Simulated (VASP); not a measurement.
# BaTiO3 (P4mm) in VASP: notebook

BaTiO3 is run at these levels: PBEsol+D4+U; tasks: single point.

All numbers are computed with VASP 6.6.1; they aren't measurements. Logs are shortened: lines on timing, memory, paths and dates and some standing lists are left out, and cuts for length are marked.

### Step 1. The cell of the first run

It takes space group P4mm (No. 99, tetragonal). Conventional cell: a = 4.000 Å, b = 4.000 Å, c = 4.018 Å, α = 90.00°, β = 90.00°, γ = 90.00°. Ba (site symmetry 4mm) has 12 O at 2.79 to 2.88 Å and 8 Ti at 3.45 to 3.49 Å within 3.7 Å. Within 2.5 Å of Ti (site symmetry 4mm) lie 6 O at 1.89 to 2.13 Å. Within 2.5 Å of O (site symmetry 4mm) lie 2 Ti at 1.89 to 2.13 Å. O (site symmetry 2mm) has 2 Ti at 2.00 Å within 2.7 Å.

### Step 2. Single point, PBEsol+D4+U

File INCAR:

```
PREC     = Accurate       # precision mode
ENCUT    = 520            # plane-wave cutoff, eV
EDIFF    = 1E-6           # SCF threshold, eV
ISMEAR   = 0              # smearing method
SIGMA    = 0.01           # smearing width, eV
LREAL    = F              # projectors in reciprocal space
LASPH    = T              # aspherical terms in the spheres
NELM     = 150            # most SCF steps
ALGO     = Normal         # electronic algorithm
ISIF     = 2              # what is computed and relaxed
LWAVE    = F              # write WAVECAR
LCHARG   = F              # write CHGCAR
LMAXMIX  = 4              # l up to which the mixer works
LDAU     = T              # DFT+U
LDAUTYPE = 2            
LDAUL    = -1 2 -1        # shell
LDAUU    = 0 1 0          # U, eV
LDAUJ    = 0 0 0        
LDAUPRINT= 1            
GGA      = PS             # functional
IVDW     = 13             # dispersion correction
NBANDS   = 28             # bands
```

File KPOINTS:

```
Automatic mesh
0
Gamma
  4 4 4
```

File POSCAR:

```
BaTiO3
1.0
    3.9998000000      0.0000000000      0.0000000000
    0.0000000000      3.9998000000      0.0000000000
    0.0000000000      0.0000000000      4.0180000000
Ba Ti O
1 1 3
Direct
    0.0000000000      0.0000000000      0.0000000000
    0.5000000000      0.5000000000      0.4900000000
    0.5000000000      0.5000000000      0.0190000000
    0.5000000000      0.0000000000      0.5170000000
    0.0000000000      0.5000000000      0.5170000000
```

Potentials or basis: VASP PAW PBE potentials, release 64 (Ba_sv, Ti_sv, O).

Command:

```bash
cat potpaw_PBE.64/Ba_sv/POTCAR potpaw_PBE.64/Ti_sv/POTCAR potpaw_PBE.64/O/POTCAR > POTCAR
mpirun -np 1 vasp_std > vasp.out
```

OUTCAR:

```text
PREC = Accurate
   ENCUT = 520
   EDIFF = 1E-6
   ISMEAR = 0
   LREAL = F
   LASPH = T
   NELM = 150
   ISIF = 2
   GGA = PS
   IVDW = 13

 ion  position               nearest neighbor table
   1  0.000  0.000  0.000-   4 2.79   5 2.79   5 2.79   4 2.79   3 2.83   3 2.83   3 2.83   3 2.83
                             4 2.88   5 2.88   5 2.88   4 2.88   2 3.45   2 3.45   2 3.45   2 3.45
   2  0.500  0.500  0.490-   3 1.89   4 2.00   5 2.00   4 2.00   5 2.00   3 2.13   1 3.45   1 3.45
                             1 3.45   1 3.45   1 3.49   1 3.49   1 3.49   1 3.49
   3  0.500  0.500  0.019-   2 1.89   2 2.13   1 2.83   1 2.83   1 2.83   1 2.83
   4  0.500  0.000  0.517-   2 2.00   2 2.00   1 2.79   1 2.79   1 2.88   1 2.88
   5  0.000  0.500  0.517-   2 2.00   2 2.00   1 2.79   1 2.79   1 2.88   1 2.88

  LATTYP: Found a simple tetragonal cell.
 ALAT       =     3.9998000000
 C/A-ratio  =     1.0045502275

  Lattice vectors:

 A1 = (   3.9998000000,   0.0000000000,   0.0000000000)
 A2 = (   0.0000000000,   3.9998000000,   0.0000000000)
 A3 = (   0.0000000000,   0.0000000000,   4.0180000000)

Analysis of symmetry for initial positions (statically):
=====================================================================
 Subroutine PRICEL returns:
 Original cell was already a primitive cell.

 Routine SETGRP: Setting up the symmetry group for a
 simple tetragonal supercell.

 Subroutine GETGRP returns: Found  8 space group operations
 (whereof  8 operations were pure point group operations)
 out of a pool of 16 trial point group operations.

The static configuration has the point symmetry C_4v.

Analysis of symmetry for dynamics (positions and initial velocities):
=====================================================================
 Subroutine PRICEL returns:
 Original cell was already a primitive cell.

 Routine SETGRP: Setting up the symmetry group for a
 simple tetragonal supercell.

[... 153 lines left out ...]
  0.0000  0.1256  0.0000 -0.0000  0.0000
 -0.0000  0.0000  0.2488  0.0000  0.0000
  0.0000 -0.0000  0.0000  0.1256  0.0000
 -0.0000  0.0000  0.0000  0.0000  0.2411

spin component  2

  0.1184  0.0000 -0.0000  0.0000 -0.0000
  0.0000  0.1256  0.0000 -0.0000  0.0000
 -0.0000  0.0000  0.2488  0.0000  0.0000
  0.0000 -0.0000  0.0000  0.1256  0.0000
 -0.0000  0.0000  0.0000  0.0000  0.2411

 occupancies and eigenvectors

  o =  0.1184  v =  1.0000  0.0000  0.0000  0.0000  0.0000  0.0000  0.0000  0.0000  0.0000  0.0000      0.0000  0.0000  0.0000  0.0000  0.0000  0.0000  0.0000  0.0000  0.0000  0.0000
  o =  0.1184  v =  0.0000  0.0000  0.0000  0.0000  0.0000  1.0000  0.0000  0.0000  0.0000  0.0000      0.0000  0.0000  0.0000  0.0000  0.0000  0.0000  0.0000  0.0000  0.0000  0.0000
  o =  0.1256  v =  0.0000 -0.0003 -0.0000  1.0000  0.0000  0.0000  0.0000  0.0000  0.0000  0.0000      0.0000  0.0000  0.0000  0.0000  0.0000  0.0000  0.0000  0.0000  0.0000  0.0000
  o =  0.1256  v =  0.0000 -1.0000 -0.0000 -0.0003  0.0000  0.0000  0.0000  0.0000  0.0000  0.0000      0.0000  0.0000  0.0000  0.0000  0.0000  0.0000  0.0000  0.0000  0.0000  0.0000
  o =  0.1256  v =  0.0000  0.0000  0.0000  0.0000  0.0000  0.0000 -1.0000 -0.0000 -0.0003  0.0000      0.0000  0.0000  0.0000  0.0000  0.0000  0.0000  0.0000  0.0000  0.0000  0.0000
  o =  0.1256  v =  0.0000  0.0000  0.0000  0.0000  0.0000  0.0000 -0.0003 -0.0000  1.0000  0.0000      0.0000  0.0000  0.0000  0.0000  0.0000  0.0000  0.0000  0.0000  0.0000  0.0000
  o =  0.2411  v =  0.0000  0.0000 -0.0000  0.0000  1.0000  0.0000  0.0000  0.0000  0.0000  0.0000      0.0000  0.0000  0.0000  0.0000  0.0000  0.0000  0.0000  0.0000  0.0000  0.0000
  o =  0.2411  v =  0.0000  0.0000  0.0000  0.0000  0.0000  0.0000  0.0000 -0.0000  0.0000  1.0000      0.0000  0.0000  0.0000  0.0000  0.0000  0.0000  0.0000  0.0000  0.0000  0.0000
  o =  0.2488  v =  0.0000  0.0000  0.0000  0.0000  0.0000  0.0000  0.0000 -1.0000 -0.0000 -0.0000      0.0000  0.0000  0.0000  0.0000  0.0000  0.0000  0.0000  0.0000  0.0000  0.0000
  o =  0.2488  v =  0.0000  0.0000 -1.0000 -0.0000 -0.0000  0.0000  0.0000  0.0000  0.0000  0.0000      0.0000  0.0000  0.0000  0.0000  0.0000  0.0000  0.0000  0.0000  0.0000  0.0000

 number of electron      39.9999978 magnetization

 Free energy of the ion-electron system (eV)
  ---------------------------------------------------
  ext. energy  EPLUGINS =         0.00000000
  ---------------------------------------------------
  free energy    TOTEN  =       -41.27707477 eV

  energy without entropy =      -41.27707477  energy(sigma->0) =      -41.27707477

 E-fermi :   3.8022     XC(G=0): -11.5017

 val. band max:        3.7397874405   @ k =   0.5000   0.5000   0.5000
 cond. band min:       5.5662109258   @ k =   0.0000   0.0000   0.0000
 fundamental gap:      1.8264234853
 Fermi energy:         3.8022462909

 k-point     1 :       0.0000    0.0000    0.0000
  band No.  band energies     occupation
      1     -52.8757      2.00000
      2     -29.2153      2.00000
      3     -29.1870      2.00000
      4     -29.1870      2.00000
      5     -21.0676      2.00000
      6     -13.1186      2.00000
[... 547 lines left out ...]
     27      11.3917      0.00000
     28      11.5590      0.00000

------------------------ aborting loop because EDIFF is reached ----------------------------------------

  DFT-D4 for vdW energy calculation

  Edisp (eV):   -0.62065

  FORCE on cell =-STRESS in cart. coord.  units (eV):
  Direction    XX          YY          ZZ          XY          YZ          ZX
  --------------------------------------------------------------------------------------
  -------------------------------------------------------------------------------------
  Total      -1.29432    -1.29432    -0.85600     0.00000     0.00000     0.00000
  in kB     -32.26015   -32.26015   -21.33531     0.00000     0.00000     0.00000
  external pressure =      -28.62 kB  Pullay stress =        0.00 kB

 VOLUME and BASIS-vectors are now :
 -----------------------------------------------------------------------------
  energy-cutoff  :      520.00
  volume of cell :       64.28
      direct lattice vectors                 reciprocal lattice vectors
     3.999800000  0.000000000  0.000000000     0.250012501  0.000000000  0.000000000
     0.000000000  3.999800000  0.000000000     0.000000000  0.250012501  0.000000000
     0.000000000  0.000000000  4.018000000     0.000000000  0.000000000  0.248880040

 POSITION                                       TOTAL-FORCE (eV/Angst)
 -----------------------------------------------------------------------------------
      0.00000      0.00000      0.00000         0.000000      0.000000      0.045344
      1.99990      1.99990      1.96882        -0.000000     -0.000000     -0.081298
      1.99990      1.99990      0.07634         0.000000      0.000000      0.227873
      1.99990      0.00000      2.07731         0.000000      0.000000     -0.095959
      0.00000      1.99990      2.07731         0.000000      0.000000     -0.095959
 -----------------------------------------------------------------------------------
    total drift:                                0.000000      0.000000      0.000134

  FREE ENERGIE OF THE ION-ELECTRON SYSTEM (eV)
  ---------------------------------------------------
  free  energy   TOTEN  =       -41.8977211164 eV

  energy  without entropy=      -41.8977211164  energy(sigma->0) =      -41.89772112
```

stdout:

```text
POSCAR found type information on POSCAR BaTiO
 POSCAR found :  3 types and       5 ions
 scaLAPACK will be used
 -----------------------------------------------------------------------------
|                                                                             |
|                                                                             |
|     You enforced a specific xc type in the INCAR file but a different       |
|     I HOPE YOU KNOW WHAT YOU ARE DOING!                                     |
|                                                                             |
 -----------------------------------------------------------------------------

 LDA part: xc-table for (Slater+PW92), standard interpolation
 POSCAR, INCAR and KPOINTS ok, starting setup
 FFT: planning ... GRIDC
 FFT: planning ... GRID_SOFT
 FFT: planning ... GRID
 WAVECAR not read
 entering main loop
```

Run time: 21 s. Hardware: 1 thread of AMD EPYC 9R14 (Zen 4), shared host; peak memory 0.15 GiB.

What came out:

```
Free energy                : -41.8977 eV
Pressure                   : -2.9 GPa
Largest force              : 0.228 eV/Å
Band gap on the k mesh     : 1.83 eV, indirect (least direct gap 2.12 eV)
Dispersion energy per atom : -0.124 eV
```

Forces in eV/Å, atoms in the order of the input:
```
Ba   0.000  0.000  0.045
Ti   0.000  0.000 -0.081
O    0.000  0.000  0.228
O    0.000  0.000 -0.096
O    0.000  0.000 -0.096
```

Stress tensor (GPa, compression positive):
```
-3.23  0.00  0.00
 0.00 -3.23  0.00
 0.00  0.00 -2.13
```

Levels at points of the mesh, in eV from the valence-band top:
| k point | band 16 | band 17 | band 18 | band 19 | band 20 | band 21 | band 22 | band 23 | band 24 | band 25 |
| --- | --- | --- | --- | --- | --- | --- | --- | --- | --- | --- |
| (0.00, 0.00, 0.00) | -1.25 | -1.16 | -0.31 | -0.30 | -0.30 | 1.83 | 2.03 | 2.03 | 4.00 | 4.08 |
| (0.50, 0.00, 0.00) | -2.00 | -1.84 | -1.75 | -0.97 | -0.86 | 2.18 | 3.58 | 3.61 | 4.05 | 5.86 |
| (0.50, 0.50, 0.00) | -2.75 | -1.82 | -0.98 | -0.98 | -0.09 | 3.62 | 3.62 | 4.02 | 4.69 | 7.66 |
| (0.00, 0.00, 0.50) | -2.00 | -1.95 | -1.95 | -0.73 | -0.73 | 2.00 | 3.64 | 3.64 | 4.00 | 5.99 |
| (0.50, 0.00, 0.50) | -2.71 | -1.78 | -0.92 | -0.90 | -0.17 | 3.60 | 3.65 | 4.00 | 4.81 | 7.61 |
| (0.50, 0.50, 0.50) | -2.44 | -2.41 | -0.08 | -0.08 | 0.00 | 4.26 | 4.26 | 4.26 | 6.44 | 6.58 |

Eigenvalues of the final occupation matrices:
| site | spin | trace | eigenvalues |
| --- | --- | --- | --- |
| site 2 d | 1 | 0.86 | 0.12 0.13 0.13 0.24 0.25 |
| site 2 d | 2 | 0.86 | 0.12 0.13 0.13 0.24 0.25 |

Caveat: the PAW data sets were made with another functional, which shifts forces and pressure a little; spin-orbit coupling is left out, which moves the levels of the heavy elements. A k mesh can miss the band edges.

### Step 3. Single point, PBEsol+D4+U

File INCAR:

```
ALGO = Normal ; EDIFF = 1E-6
ENCUT = 520 ; GGA = PS
ISIF = 2 ; ISMEAR = 0
IVDW = 13 ; LASPH = T
LCHARG = F ; LDAU = T
LDAUJ = 0 0 0 ; LDAUL = -1 2 -1
LDAUPRINT = 1 ; LDAUTYPE = 2
LDAUU = 0 3 0 ; LMAXMIX = 4
LREAL = F ; LWAVE = F
NBANDS = 28 ; NELM = 150
PREC = Accurate ; SIGMA = 0.01
```

File KPOINTS:

```
k-points
0
Gamma
  4 4 4
```

POSCAR is that of step 2.

Potentials or basis: VASP PAW PBE potentials, release 64 (Ba_sv, Ti_sv, O).

Command:

```bash
cat potpaw_PBE.64/Ba_sv/POTCAR potpaw_PBE.64/Ti_sv/POTCAR potpaw_PBE.64/O/POTCAR > POTCAR
mpirun -np 1 vasp_std > vasp.out
```

It took 20 s on 1 thread of AMD EPYC 9R14 (Zen 4), shared host; peak memory 0.16 GiB.

Results (log left out):

| Quantity | Value |
| --- | --- |
| Free energy | -40.5373 eV |
| Pressure | -1.2 GPa |
| Largest force | 0.223 eV/Å |
| Band gap on the k mesh | 2.06 eV, indirect (least direct gap 2.37 eV) |
| Dispersion energy per atom | -0.124 eV |

Forces in eV/Å, atoms in the order of the input:
```
Ba   0.000  0.000  0.042
Ti   0.000  0.000  0.223
O    0.000  0.000 -0.050
O    0.000  0.000 -0.107
O    0.000  0.000 -0.107
```

Stress tensor (GPa, compression positive):
```
-1.62  0.00  0.00
 0.00 -1.62  0.00
 0.00  0.00 -0.37
```

Levels at points of the mesh, in eV from the valence-band top:
```tsv
k point	band 16	band 17	band 18	band 19	band 20	band 21	band 22	band 23	band 24	band 25
(0.00, 0.00, 0.00)	-1.25	-1.17	-0.33	-0.30	-0.30	2.06	2.24	2.24	4.02	4.09
(0.50, 0.00, 0.00)	-2.01	-1.80	-1.73	-0.98	-0.90	2.40	3.80	3.82	4.06	5.84
(0.50, 0.50, 0.00)	-2.72	-1.90	-0.99	-0.99	-0.09	3.83	3.83	4.25	4.68	7.65
(0.00, 0.00, 0.50)	-2.02	-1.91	-1.91	-0.77	-0.77	2.25	3.84	3.84	4.02	5.96
(0.50, 0.00, 0.50)	-2.68	-1.86	-0.93	-0.91	-0.17	3.83	3.86	4.22	4.81	7.60
(0.50, 0.50, 0.50)	-2.40	-2.37	-0.08	-0.08	0.00	4.47	4.47	4.49	6.40	6.55
```

Eigenvalues of the final occupation matrices:
```tsv
site	spin	trace	eigenvalues
site 2 d	1	0.82	0.11 0.12 0.12 0.24 0.24
site 2 d	2	0.82	0.11 0.12 0.12 0.24 0.24
```

Caveat: the PAW data sets were made with another functional, which shifts forces and pressure a little; spin-orbit coupling is left out, which moves the levels of the heavy elements. A k mesh can miss the band edges.

(Continued in part 2 of 2.)
